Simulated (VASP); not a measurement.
Crystal: RuS3.

```
CELL_PARAMETERS angstrom
4.83980 0.00000 0.01706
0.00000 3.42700 0.00000
-1.10658 0.00000 8.65001
ATOMIC_POSITIONS crystal
Ru 0.28388 0.75000 0.65263
Ru 0.71612 0.25000 0.34737
S 0.88567 0.75000 0.17656
S 0.11433 0.25000 0.82344
S 0.23816 0.25000 0.44667
S 0.76184 0.75000 0.55333
S 0.52946 0.25000 0.82375
S 0.47054 0.75000 0.17625
```

* Program: VASP 6.6.1
* Task: relaxation of cell and atoms
* Functional: PBEsol
* Potentials or basis: VASP PAW PBE potentials, release 64 (Ru_pv, S)
* Cutoff: 600 eV
* k mesh: 4 × 6 × 4
* Occupations: gaussian, width 0.1 eV
* Spin: no spin polarisation

At the start: pressure -3.9 GPa; volume 17.94 Å³/atom.

Problem. How do energy, volume and symmetry change on relaxing?

Solution. Over 12 steps the energy falls by 56.3 meV/atom and the volume is 17.52 Å³/atom (-2.4 %); space group P2_1/m (No. 11, to 0.1 Å) before and after.

Step by step:
```tsv
step	energy change (eV)	largest force (eV/Å)	pressure (GPa)	volume (Å³)
1	0.0000	1.5939	-3.87	143.53
2	-0.2730	0.3716	4.58	134.64
3	-0.2937	0.6758	2.51	136.40
4	-0.3707	0.4097	-0.84	139.58
5	-0.3708	0.3990	-0.79	139.52
6	-0.4377	0.1760	-0.09	140.10
7	-0.4432	0.0896	0.19	140.31
8	-0.4473	0.0549	-0.27	140.74
9	-0.4473	0.0681	-0.33	140.80
10	-0.4492	0.0903	0.15	140.23
11	-0.4493	0.0993	0.23	140.14
12	-0.4504	0.0276	0.00	140.16
```

Final structure:
```yaml
crystal:
  lattice:
    - [4.83026, 0.00000, 0.01912]
    - [0.00000, 3.44861, 0.00000]
    - [-1.10026, 0.00000, 8.40951]
  atoms:
    - { symbol: Ru, position: [0.28560, 0.75000, 0.66039] }
    - { symbol: Ru, position: [0.71440, 0.25000, 0.33961] }
    - { symbol: S, position: [0.89216, 0.75000, 0.17919] }
    - { symbol: S, position: [0.10784, 0.25000, 0.82081] }
    - { symbol: S, position: [0.24253, 0.25000, 0.46797] }
    - { symbol: S, position: [0.75747, 0.75000, 0.53203] }
    - { symbol: S, position: [0.53565, 0.25000, 0.81923] }
    - { symbol: S, position: [0.46435, 0.75000, 0.18077] }
```

Caveat: the PAW data sets were made with another functional, which shifts forces and pressure a little; this functional lacks dispersion, which binds the layers, so the pressure and a relaxed spacing across them are unreliable; the relaxation stopped at a loose force limit of 0.05 eV/Å, so its end isn't a converged minimum.
